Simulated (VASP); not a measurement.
# ZnS (F-43m) in VASP: further runs, part 2 of 2

VASP 6.6.1. Earlier steps stand in the parts before.

### Step 4. Relaxation of cell and atoms, LDA, target pressure 2 GPa, at which the enthalpy is minimised

This run uses another cell than the first one, of 18.57 Å³/atom, 1.022 times its volume.

INCAR reads:

```
ALGO = Normal ; EDIFF = 1E-7
EDIFFG = -0.001 ; ENCUT = 600
GGA = CA ; IBRION = 2
ISIF = 3 ; ISMEAR = 0
LASPH = T ; LCHARG = F
LREAL = F ; LWAVE = F
NELM = 60 ; NSW = 80
PREC = Accurate ; PSTRESS = 20.0
SIGMA = 0.01
```

KPOINTS reads:

```
k-points
0
Gamma
  10 10 10
```

POSCAR reads:

```
ZnS
1.0
    0.0000000000      2.6483447010      2.6483447010
    2.6483447010      0.0000000000      2.6483447010
    2.6483447010      2.6483447010      0.0000000000
Zn S
1 1
Direct
    0.0000000000      0.0000000000      0.0000000000
    0.7500000000      0.7500000000      0.7500000000
```

The run is started by

```
$ cat potpaw_LDA.64/Zn/POTCAR potpaw_LDA.64/S/POTCAR > POTCAR
$ mpirun -np 1 vasp_std > vasp.out
```

Run time: 62 s. Hardware: 1 thread of AMD EPYC 7R13, shared host; peak memory 0.17 GiB.

Results (log left out):

* Free energy: -8.2032 eV
* Relaxed volume: 18.22 Å³/atom
* Relaxed cell: a = 3.722 Å, b = 3.722 Å, c = 3.722 Å, α = 60.00°, β = 60.00°, γ = 60.00°
* Space group after relaxing (to 0.05 Å): F-43m (No. 216)
* Energy change on relaxing (the enthalpy is what falls): +2.4 meV/atom
* Ionic steps: 3
* Pressure after relaxing: 2.0 GPa
* Band gap on the k mesh: 2.25 eV, direct

The path:
| step | energy change (eV) | largest force (eV/Å) | pressure (GPa) | volume (Å³) |
| --- | --- | --- | --- | --- |
| 1 | 0.0000 | 0.0000 | 0.25 | 37.15 |
| 2 | 0.0108 | 0.0000 | 3.00 | 36.07 |
| 3 | 0.0049 | 0.0000 | 2.00 | 36.45 |

Final structure:
```
CELL_PARAMETERS angstrom
0.00000 2.63150 2.63150
2.63150 0.00000 2.63150
2.63150 2.63150 0.00000
ATOMIC_POSITIONS crystal
Zn 0.00000 0.00000 0.00000
S 0.75000 0.75000 0.75000
```

Levels at points of the mesh, in eV from the valence-band top:
```csv
k point,band 6,band 7,band 8,band 9,band 10,band 11,band 12,band 13
"(0.00, 0.00, 0.00)",-6.27,0.00,0.00,0.00,2.25,6.19,6.19,6.19
"(0.50, 0.00, 0.00)",-6.06,-5.90,-1.00,-1.00,3.27,6.74,6.74,8.91
"(0.50, 0.50, 0.00)",-6.02,-4.99,-2.55,-2.55,3.01,3.87,11.31,12.33
```

Caveat: the cell is relaxed towards a set pressure, so the enthalpy falls and the energy may rise. Zero-point motion and thermal expansion aren't in these numbers.

### Step 5. Single point, LDA

This run uses another cell than the first one, of 15.62 Å³/atom, 0.860 times its volume.

INCAR reads:

```
SYSTEM = ZnS
PREC = Accurate
ENCUT = 520
EDIFF = 1E-7
ISMEAR = 0
SIGMA = 0.01
LREAL = .FALSE.
LASPH = .TRUE.
NELM = 80
ALGO = Normal
ISIF = 2
LWAVE = .FALSE.
LCHARG = .FALSE.
NBANDS = 16
```

KPOINTS reads:

```
Automatic mesh
0
G
  10 10 10
  0 0 0
```

POSCAR reads:

```
ZnS
1.0
    0.0000000000      2.4998020582      2.4998020582
    2.4998020582      0.0000000000      2.4998020582
    2.4998020582      2.4998020582      0.0000000000
Zn S
1 1
Direct
    0.0000000000      0.0000000000      0.0000000000
    0.7500000000      0.7500000000      0.7500000000
```

The run is started by

```
$ cat potpaw_LDA.64/Zn/POTCAR potpaw_LDA.64/S/POTCAR > POTCAR
$ mpirun -np 1 vasp_std > vasp.out
```

Run time: 19 s. Hardware: 1 thread of Intel Xeon 6975P-C (Granite Rapids), shared host; peak memory 0.14 GiB.

The run converged. Its results:

```yaml
Free_energy: -7.8466 eV
Pressure: 22.5 GPa
Band_gap_on_the_k_mesh: 2.60 eV, indirect (least direct gap 2.99 eV)
```

Levels at points of the mesh, in eV from the valence-band top:
| k point | band 7 | band 8 | band 9 | band 10 | band 11 | band 12 |
| --- | --- | --- | --- | --- | --- | --- |
| (0.00, 0.00, 0.00) | 0.00 | 0.00 | 0.00 | 2.99 | 5.98 | 5.98 |
| (0.50, 0.00, 0.00) | -6.59 | -1.27 | -1.27 | 3.53 | 6.55 | 6.55 |
| (0.50, 0.50, 0.00) | -5.69 | -3.23 | -3.23 | 2.60 | 3.67 | 12.64 |

A k mesh can miss the band edges. As with any semilocal functional, this LDA gap is likely too small.

### Step 6. Single point, LDA

This run uses another cell than the first one, of 18.57 Å³/atom, 1.022 times its volume.

INCAR reads:

```
SYSTEM = ZnS
  PREC = Accurate
  ENCUT = 520
  EDIFF = 1E-6
  ISMEAR = 0
  SIGMA = 0.02
  LREAL = .False.
  LASPH = .True.
  NELM = 80
  ALGO = Normal
  ISIF = 2
  LWAVE = .False.
  LCHARG = .False.
  NBANDS = 16
```

KPOINTS reads:

```
regular mesh
0
Gamma
  10 10 10
  0 0 0
```

POSCAR reads:

```
ZnS
1.0
    0.0000000000      2.6483447028      2.6483447028
    2.6483447028      0.0000000000      2.6483447028
    2.6483447028      2.6483447028      0.0000000000
Zn S
1 1
Direct
    0.0000000000      0.0000000000      0.0000000000
    0.7500000000      0.7500000000      0.7500000000
```

Potentials or basis: VASP PAW LDA potentials, release 64 (Zn, S).

The run is started by

```
$ cat potpaw_LDA.64/Zn/POTCAR potpaw_LDA.64/S/POTCAR > POTCAR
$ mpirun -np 1 vasp_std > vasp.out
```

Run time: 20 s. Hardware: 1 thread of Intel Xeon 6975P-C (Granite Rapids), shared host; peak memory 0.15 GiB.

Results (log left out):

- Free energy: -8.2079 eV
- Pressure: 0.2 GPa
- Band gap on the k mesh: 2.16 eV, direct

Levels at points of the mesh, in eV from the valence-band top:
```
           k point  band 5  band 6  band 7  band 8  band 9  band 10  band 11  band 12  band 13  band 14
(0.00, 0.00, 0.00)   -6.20   -6.20    0.00    0.00    0.00     2.16     6.21     6.21     6.21    11.83
(0.50, 0.00, 0.00)   -6.17   -5.98   -5.78   -0.97   -0.97     3.23     6.76     6.76     8.85    12.15
(0.50, 0.50, 0.00)   -6.12   -5.96   -4.91   -2.47   -2.47     3.06     3.89    11.16    12.20    12.20
```

### Step 7. The runs side by side

```tsv
task	cell	cutoff (eV)	smearing	gap on the mesh (eV)	pressure (GPa)
single point	a = 3.718 Å, angles 60.0°, 2 atoms	520	gaussian 0.01 eV	2.26	2.2
relaxation of cell and atoms	relaxed to 50 GPa from a = 3.745 Å, angles 60.0°, 2 atoms	600	gaussian 0.01 eV	2.22	50.0
relaxation of cell and atoms	relaxed to 2 GPa from a = 3.745 Å, angles 60.0°, 2 atoms	600	gaussian 0.01 eV	2.25	2.0
single point	a = 3.535 Å, angles 60.0°, 2 atoms	520	gaussian 0.01 eV	2.60	22.5
single point	a = 3.745 Å, angles 60.0°, 2 atoms	520	gaussian 0.02 eV	2.16	0.2
```

Alike in all rows: level LDA; potentials or basis VASP PAW LDA potentials, release 64 (Zn, S); no spin polarisation; k mesh 10 × 10 × 10.

Caveats: the cell is relaxed towards a set pressure, so the enthalpy falls and the energy may rise (some runs); the volume moved by over 15 % at a fixed basis, so the end points are rough (some runs).

Absolute energies hang on the potentials; compare differences alone.

### Step 8. Against experiment

Step 6. Measured gap of ZnS: 3.85 eV (direct; 19 K; quoted in “Electronic, vibrational, and thermodynamic properties of ZnS (zincblende and rocksalt structure)”, 2009, arxiv:0911.5022). This calculation gives 2.16 eV (-1.69 eV). The value is that of LDA, without temperature or zero-point motion. Semilocal functionals fall short of measured gaps as a rule.
